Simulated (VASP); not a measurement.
# SnO in VASP: a series of runs

The runs below take SnO through single point, with HSE06, PBE.

Program: VASP 6.6.1. These are calculated values, not measurements. Logs are shortened: lines on timing, memory, paths and dates and some standing lists are left out, and cuts for length are marked.

## Step 1: The cell of the first run

The structure is orthorhombic, space group Pmmn (No. 59). The conventional cell has a = 3.793 Å, b = 4.017 Å, c = 4.758 Å, α = 90.00°, β = 90.00°, γ = 90.00°. Within 2.9 Å of Sn (site symmetry mm2) lie 4 O at 2.22 to 2.27 Å. O (site symmetry mm2) has 4 Sn at 2.22 to 2.27 Å and 4 O at 2.76 Å within 2.9 Å.

## Step 2: Single point, HSE06 (uniaxial x strain +5.9%)

File POSCAR:

```
SnO
1.0
    4.0167943881      0.0000000000      0.0000000000
    0.0000000000      3.7926488416      0.0000000000
    0.0000000000      0.0000000000      4.7582137882
Sn O
2 2
Direct
    0.5000000000      0.0000000000      0.2334965399
    0.0000000000      0.5000000000      0.7665034601
    0.0000000000      0.0000000000      0.0096912188
    0.5000000000      0.5000000000     -0.0096912188
```

File INCAR.step1:

```
SYSTEM = SnO
PREC = Accurate
ENCUT = 520
EDIFF = 1E-5
ISMEAR = 0
SIGMA = 0.01
LREAL = .FALSE.
LASPH = .TRUE.
NELM = 120
ALGO = Normal
ISIF = 2
LWAVE = .TRUE.
LCHARG = .FALSE.
GGA = PE
NBANDS = 28
GGA_COMPAT = .FALSE.
KPAR = 4
```

File INCAR.step2:

```
SYSTEM = SnO
PREC = Accurate
ENCUT = 520
EDIFF = 1E-6
ISMEAR = 0
SIGMA = 0.01
LREAL = .FALSE.
LASPH = .TRUE.
NELM = 120
ALGO = Normal
ISIF = 2
LWAVE = .FALSE.
LCHARG = .FALSE.
GGA = PE
LHFCALC = .TRUE.
HFSCREEN = 0.2079
PRECFOCK = Normal
ISTART = 1
NBANDS = 28
GGA_COMPAT = .FALSE.
KPAR = 4
```

File KPOINTS:

```
regular mesh
0
G
  4 4 4
  0 0 0
```

Potentials or basis: VASP PAW PBE potentials, release 64 (Sn_d, O).

On the command line:

```bash
$ cat potpaw_PBE.64/Sn_d/POTCAR potpaw_PBE.64/O/POTCAR > POTCAR
$ cp INCAR.step1 INCAR
$ mpirun -np 4 vasp_std > vasp.out
$ cp INCAR.step2 INCAR
$ mpirun -np 4 vasp_std > vasp.out
```

OUTCAR:

```text
SYSTEM = SnO
   PREC = Accurate
   ENCUT = 520
   EDIFF = 1E-6
   ISMEAR = 0
   LREAL = .FALSE.
   LASPH = .TRUE.
   NELM = 120
   ISIF = 2
   GGA = PE
   LHFCALC = .TRUE.
   HFSCREEN = 0.2079
   PRECFOCK = Normal
   ISTART = 1

 ion  position               nearest neighbor table
   1  0.500  0.000  0.233-   4 2.22   4 2.22   3 2.27   3 2.27   2 3.55   2 3.55   2 3.55   2 3.55
                             2 3.75   2 3.75   2 3.75   2 3.75
   2  0.000  0.500  0.767-   3 2.22   3 2.22   4 2.27   4 2.27   1 3.55   1 3.55   1 3.55   1 3.55
                             1 3.75   1 3.75   1 3.75   1 3.75
   3  0.000  0.000  0.010-   2 2.22   2 2.22   1 2.27   1 2.27
   4  0.500  0.500  0.990-   1 2.22   1 2.22   2 2.27   2 2.27

  LATTYP: Found a simple orthorhombic cell.
 ALAT       =     3.7926488416
 B/A-ratio  =     1.0591000000
 C/A-ratio  =     1.2545885440

  Lattice vectors:

 A1 = (   0.0000000000,  -3.7926488416,   0.0000000000)
 A2 = (   4.0167943881,   0.0000000000,   0.0000000000)
 A3 = (   0.0000000000,   0.0000000000,   4.7582137882)

Analysis of symmetry for initial positions (statically):
=====================================================================
 Subroutine PRICEL returns:
 Original cell was already a primitive cell.

 Routine SETGRP: Setting up the symmetry group for a
 simple orthorhombic supercell.

 Subroutine GETGRP returns: Found  8 space group operations
 (whereof  4 operations were pure point group operations)
 out of a pool of  8 trial point group operations.

The static configuration has the point symmetry C_2v.
 The point group associated with its full space group is D_2h.

Analysis of symmetry for dynamics (positions and initial velocities):
=====================================================================
 Subroutine PRICEL returns:
 Original cell was already a primitive cell.

 Routine SETGRP: Setting up the symmetry group for a
 simple orthorhombic supercell.

 Subroutine GETGRP returns: Found  8 space group operations
 (whereof  4 operations were pure point group operations)
 out of a pool of  8 trial point group operations.

The dynamic configuration has the point symmetry C_2v.
 The point group associated with its full space group is D_2h.

 Subroutine INISYM returns: Found  8 space group operations
 (whereof  4 operations are pure point group operations),
 and found     1 'primitive' translations

----------------------------------------------------------------------------------------

                                     Primitive cell

  volume of cell :      72.4880

  direct lattice vectors                    reciprocal lattice vectors
     4.016794388  0.000000000  0.000000000     0.248954739  0.000000000  0.000000000
     0.000000000  3.792648842  0.000000000     0.000000000  0.263667964  0.000000000
     0.000000000  0.000000000  4.758213788     0.000000000  0.000000000  0.210162898

  length of vectors
     4.016794388  3.792648842  4.758213788     0.248954739  0.263667964  0.210162898

  position of ions in fractional coordinates (direct lattice)
     0.500000000  0.000000000  0.233496540
     0.000000000  0.500000000  0.766503460
     0.000000000  0.000000000  0.009691219
     0.500000000  0.500000000  0.990308781

  ion indices of the primitive-cell ions
   primitive index   ion index
                 1           1
                 2           2
                 3           3
                 4           4

----------------------------------------------------------------------------------------

 KPOINTS: regular mesh

Automatic generation of k-mesh.
 Grid dimensions read from file:
 generate k-points for:    4    4    4

 Generating k-lattice:

  Cartesian coordinates                     Fractional coordinates (reciprocal lattice)
     0.062238685  0.000000000  0.000000000     0.250000000  0.000000000  0.000000000
     0.000000000  0.065916991  0.000000000     0.000000000  0.250000000  0.000000000
     0.000000000  0.000000000  0.052540725     0.000000000  0.000000000  0.250000000

  Length of vectors
     0.062238685  0.065916991  0.052540725

  Shift w.r.t. Gamma in fractional coordinates (k-lattice)
     0.000000000  0.000000000  0.000000000

 Subroutine IBZKPT returns following result:
 ===========================================

 Found     27 irreducible k-points:

 Following reciprocal coordinates:
            Coordinates               Weight
  0.000000  0.000000  0.000000      1.000000
  0.250000  0.000000  0.000000      2.000000
  0.500000  0.000000  0.000000      1.000000
  0.000000  0.250000  0.000000      2.000000
  0.250000  0.250000  0.000000      4.000000
  0.500000  0.250000  0.000000      2.000000
[... 16 lines left out ...]
  0.250000  0.250000  0.500000      4.000000
  0.500000  0.250000  0.500000      2.000000
 [... further k-points ...]
   k-points           NKPTS =     27   k-points in BZ     NKDIM =     64   number of bands    NBANDS=     28
   number of dos      NEDOS =    301   number of ions     NIONS =      4
   total plane-waves  NPLWV =  30240
   dimension x,y,z NGX =    30 NGY =   28 NGZ =   36
   dimension x,y,z NGXF=    60 NGYF=   56 NGZF=   72
   ions per type =               2   2
   NGX,Y,Z   is equivalent  to a cutoff of  12.42, 12.27, 12.58 a.u.
   NGXF,Y,Z  is equivalent  to a cutoff of  24.83, 24.55, 25.16 a.u.
 SYSTEM =  SnO
   PREC   = accura    normal or accurate (medium, high low for compatibility)
   ISTART =      1    job   : 0-new  1-cont  2-samecut
   ICHARG =      0    charge: 1-file 2-atom 10-const
   ISPIN  =      1    spin polarized calculation?
   LNONCOLLINEAR =      F non collinear calculations
   LSORBIT =      F    spin-orbit coupling
   LASPH  =      T    aspherical Exc in radial PAW
   ENCUT  =  520.0 eV  38.22 Ry    6.18 a.u.   7.47  7.05  8.85*2*pi/ulx,y,z
   NELM   =    120;   NELMIN=  2; NELMDL=  0     # of ELM steps
   EDIFF  = 0.1E-05   stopping-criterion for ELM
   LREAL  =      F    real-space projection
   EDIFFG = 0.1E-04   stopping-criterion for IOM
   NSW    =      0    number of steps for IOM
   IBRION =     -1    ionic relax: 0-MD 1-quasi-New 2-CG
   NFREE  =      0    steps in history (QN), initial steepest desc. (CG)
   ISIF   =      2    stress and relaxation
   ISYM   =      3    0-nonsym 1-usesym 2-fastsym
   POTIM  = 0.5000    time-step for ionic-motion
   TEBEG  =    0.0;   TEEND  =   0.0 temperature during run
   PSTRESS=    0.0 pullay stress
   NELECT =      40.0000    total number of electrons
   NUPDOWN=      -1.0000    fix difference up-down
   EMIN   =  10.00;   EMAX   =-10.00  energy-range for DOS
   EFERMI =   0.00;   METHOD = LEGACY
   ISMEAR =     0;   SIGMA  =   0.01  broadening in eV -4-tet -1-fermi 0-gaus
   EFERMI_NEDOS =   21; number of points for ismear=-14 and -15
   IALGO  =     38    algorithm
   IMIX   =      1    mixing-type and parameters
     AMIX     =   0.40;   BMIX     =  1.00
     AMIX_MAG =   1.60;   BMIX_MAG =  1.00
  volume/ion in A,a.u.               =      18.12       122.29
  Fermi-wavevector in a.u.,A,eV,Ry     =   1.342784  2.537493 24.532235  1.803068
  Thomas-Fermi vector in A             =   2.470910
   LORBIT       =      0    0 simple, 1 ext, 2 COOP (PROOUT), +10 PAW based schemes
   GGA     = PE    functional components
   LHFCALC =     T    Hartree Fock is set to
   PRECFOCK=normal    Normal, Fast or Accurate (Low or Medium for compatibility)
   ENCUT4O =  -1.0   cutoff for four orbital integrals eV
   NKREDX  =     1    reduce k-point grid by
   NKREDY  =     1    reduce k-point grid by
   NKREDZ  =     1    reduce k-point grid by
   AEXX    =    0.2500 exact exchange contribution
   HFSCREEN=    0.2079 screening length (either q_TF or 0.3 A-1)
   HFSCREENC=   0.2079 screening length for correlation (either q_TF or 0.3 A-1)
   ENCUTFOCK=  -1.0 apply spherical cutoff to Coloumb kernel
   IVDW    =     0    specifies the selected vdW correction
   LEPSILON=     F    determine dielectric tensor
   LRPA    =     F    only Hartree local field effects (RPA)
 non-spin polarized calculation
 Gauss-broadening in eV      SIGMA  =   0.01
  energy-cutoff  :      520.00
  volume of cell :       72.49
 maximum number of plane-waves:      1964
 NGX is ok and might be reduce to    30
  NGX = 24; NGY = 24; NGZ = 28

 number of electron      40.0000006 magnetization

 Free energy of the ion-electron system (eV)
  ---------------------------------------------------
  ext. energy  EPLUGINS =         0.00000000
  ---------------------------------------------------
  free energy    TOTEN  =       -27.94892604 eV

  energy without entropy =      -27.94892604  energy(sigma->0) =      -27.94892604

 E-fermi :   6.2780     XC(G=0):  -8.3401

 val. band max:        6.1748842225   @ k =   0.0000   0.0000   0.0000
 cond. band min:       7.1400286633   @ k =   0.5000   0.5000   0.0000
 fundamental gap:      0.9651444408
 Fermi energy:         6.2779503797

 k-point     1 :       0.0000    0.0000    0.0000
  band No.  band energies     occupation
      1     -17.7455      2.00000
      2     -17.2655      2.00000
      3     -17.2631      2.00000
      4     -17.2607      2.00000
      5     -17.2135      2.00000
      6     -17.2079      2.00000
[... 20 lines left out ...]
     27      14.0345      0.00000
     28      14.5640      0.00000

 k-point     2 :       0.2500    0.0000    0.0000
  band No.  band energies     occupation
      1     -17.6989      2.00000
      2     -17.3630      2.00000
      3     -17.2498      2.00000
      4     -17.2495      2.00000
      5     -17.2174      2.00000
      6     -17.2166      2.00000
[... 20 lines left out ...]
     27      14.7244      0.00000
     28      17.0088      0.00000

 k-point     3 :       0.5000    0.0000    0.0000
  band No.  band energies     occupation
      1     -17.5691      2.00000
      2     -17.5691      2.00000
      3     -17.2286      2.00000
      4     -17.2286      2.00000
      5     -17.2215      2.00000
      6     -17.2215      2.00000
[... 616 lines left out ...]
      3     -17.2473      2.00000
      4     -17.2419      2.00000
      5     -17.2290      2.00000
      6     -17.2042      2.00000
[... 20 lines left out ...]
     27      17.5322      0.00000
     28      17.5898      0.00000

 k-point    24 :       0.5000    0.2500    0.5000
  band No.  band energies     occupation
      1     -17.5964      2.00000
      2     -17.5964      2.00000
      3     -17.2399      2.00000
      4     -17.2399      2.00000
      5     -17.2127      2.00000
      6     -17.2127      2.00000
[... 20 lines left out ...]
     27      17.8833      0.00000
     28      17.8833      0.00000

 [... further k-points ...]

------------------------ aborting loop because EDIFF is reached ----------------------------------------

  FORCE on cell =-STRESS in cart. coord.  units (eV):
  Direction    XX          YY          ZZ          XY          YZ          ZX
  --------------------------------------------------------------------------------------
  -------------------------------------------------------------------------------------
  Total       -2.0675958     -1.7230979      0.3237735      0.0000000      0.0000000      0.0000000
  in kB      -45.6993504    -38.0850334      7.1562529      0.0000000      0.0000000      0.0000000
  external PRESSURE =     -25.5427103 kB  Pullay stress =       0.0000000 kB

 VOLUME and BASIS-vectors are now :
 -----------------------------------------------------------------------------
  energy-cutoff  :      520.00
  volume of cell :       72.49
      direct lattice vectors                 reciprocal lattice vectors
     4.016794388  0.000000000  0.000000000     0.248954739  0.000000000  0.000000000
     0.000000000  3.792648842  0.000000000     0.000000000  0.263667964  0.000000000
     0.000000000  0.000000000  4.758213788     0.000000000  0.000000000  0.210162898

 POSITION                                       TOTAL-FORCE (eV/Angst)
 -----------------------------------------------------------------------------------
      2.00840      0.00000      1.11103         0.000000      0.000000     -0.032785
      0.00000      1.89632      3.64719         0.000000      0.000000      0.032785
      0.00000      0.00000      0.04611         0.000000      0.000000     -0.011518
      2.00840      1.89632      4.71210         0.000000      0.000000      0.011518
 -----------------------------------------------------------------------------------
    total drift:                               -0.000000      0.000001      0.000001

  FREE ENERGIE OF THE ION-ELECTRON SYSTEM (eV)
  ---------------------------------------------------
  free  energy   TOTEN  =       -27.9489260435 eV

  energy  without entropy=      -27.9489260435  energy(sigma->0) =      -27.94892604
```

It took 30 min on 4 MPI ranks of Intel Xeon Platinum 8488C (Sapphire Rapids), shared host; peak memory 0.33 GiB.

Results:

```
Free energy            : -27.9489 eV
Pressure               : -2.6 GPa
Largest force          : 0.033 eV/Å
Band gap on the k mesh : 0.97 eV (least direct gap 2.68 eV)
```

Forces in eV/Å, atoms in the order of the input:
```
Sn   0.000  0.000 -0.033
Sn   0.000  0.000  0.033
O    0.000  0.000 -0.012
O    0.000  0.000  0.012
```

Caveat: the cell differs from its parent crystal (uniaxial x strain +5.9%); the stress differs along the axes, from -5 to 1 GPa; the PAW data sets were made with another functional, which shifts forces and pressure a little; spin-orbit coupling is left out, which moves the levels of the heavy elements. A k mesh can miss the band edges.

## Step 3: Single point, PBE (strain -5.5%)

File INCAR:

```
ALGO = Normal
EDIFF = 1E-6
ENCUT = 1340
GGA = PE
GGA_COMPAT = F
ISIF = 2
ISMEAR = -1
LASPH = T
LCHARG = F
LREAL = F
LWAVE = F
NBANDS = 28
NELM = 120
PREC = Accurate
SIGMA = 0.02
```

File KPOINTS:

```
k-points
0
Gamma
  6 6 6
```

File POSCAR:

```
SnO
1.0
    3.5855702148      0.0000000000      0.0000000000
    0.0000000000      3.5855702148      0.0000000000
    0.0000000000      0.0000000000      4.4984153154
Sn O
2 2
Direct
    0.5000000000      0.0000000000      0.2654950255
    0.0000000000      0.5000000000      0.7345049745
    0.0000000000      0.0000000000      0.0000000000
    0.5000000000      0.5000000000      0.0000000000
```

Potentials or basis: VASP PAW PBE potentials, release 64 (Sn_d, O_h).

On the command line:

```bash
$ cat potpaw_PBE.64/Sn_d/POTCAR potpaw_PBE.64/O_h/POTCAR > POTCAR
$ mpirun -np 1 vasp_std > vasp.out
```

Wall time 4.3 min (1 thread of Intel Xeon Platinum 8559C (Emerald Rapids), shared host); peak memory 0.47 GiB.

It converged, with:

| Quantity | Value |
| --- | --- |
| Free energy | -21.9948 eV |
| Pressure | 20.4 GPa |
| Largest force | 0.638 eV/Å |
| Band gap on the k mesh | zero (bands 20 and 21 overlap by 1.73 eV) |

Forces on the atoms (eV/Å):
```
Sn   0.000  0.000  0.638
Sn   0.000  0.000 -0.638
O    0.000  0.000  0.000
O    0.000  0.000  0.000
```

Stress tensor (GPa, compression positive):
```
23.49  0.00  0.00
 0.00 23.49  0.00
 0.00  0.00 14.29
```

Levels at points of the mesh, in eV from the Fermi level:
| k point | band 17 | band 18 | band 19 | band 20 | band 21 | band 22 | band 23 | band 24 |
| --- | --- | --- | --- | --- | --- | --- | --- | --- |
| (0.00, 0.00, 0.00) | -4.17 | -3.44 | -3.44 | 0.61 | 3.31 | 4.17 | 4.17 | 5.53 |
| (0.50, 0.00, 0.00) | -5.46 | -5.46 | -3.78 | -3.78 | 3.85 | 3.85 | 6.04 | 6.04 |
| (0.50, 0.50, 0.00) | -2.74 | -2.74 | -2.35 | -2.35 | -1.12 | -1.12 | 4.22 | 4.22 |
| (0.00, 0.00, 0.50) | -3.47 | -3.47 | -3.22 | -2.06 | 2.18 | 2.18 | 2.38 | 3.84 |
| (0.50, 0.00, 0.50) | -5.39 | -5.39 | -2.31 | -2.31 | 3.11 | 3.11 | 5.30 | 5.30 |
| (0.50, 0.50, 0.50) | -3.53 | -3.53 | -2.74 | -2.74 | 1.60 | 1.60 | 4.87 | 4.87 |

Caveat: the cell differs from its parent crystal (strain -5.5%); the stress differs along the axes, from 14 to 23 GPa; spin-orbit coupling is left out, which moves the levels of the heavy elements.

The gap in the log of VASP goes by the Fermi energy; the results here count the filled bands.